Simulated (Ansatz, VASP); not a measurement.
# Two plane-wave programs on SnGeO2

```xyz
4
Lattice="4.6616 0.0000 0.0000 -2.3308 4.0370 0.0000 0.0000 0.0000 4.0257" Properties=species:S:1:pos:R:3 pbc="T T T"
Sn    0.0000    0.0000    2.0128
Ge    0.0000    2.6914    2.0128
O     0.0000    0.0000    0.0000
O     2.3308    1.3457    0.0000
```

Alike in both runs: functional PBE; k mesh 12 × 12 × 12; occupations gaussian, width 0.1 eV; no spin polarisation.

Ansatz relaxed the structure, and its values are those at the end. VASP's run is a single point on that final structure, the one shown.

|  | VASP | Ansatz |
| --- | --- | --- |
| version | VASP 6.6.1 | Ansatz 0.2.0 |
| potentials or method | VASP PAW PBE potentials, release 64 (Sn_d, Ge_d, O), cutoff 520 eV | scalar-relativistic, plane waves, PAW |
| valence electrons in the cell | 40 | 40 |

VASP gave:

```
gap on the k mesh at the Fermi level (eV) : none
pressure (GPa)                            : 0.1
```

Task: What did Ansatz give for the same quantities?

Result: gap on the k mesh at the Fermi level (eV): none; pressure (GPa): 0.0.

A gap of «none» marks a metal or a gap that the smearing closes. With one functional, cell and mesh, what is left measures potentials, basis and numerics.
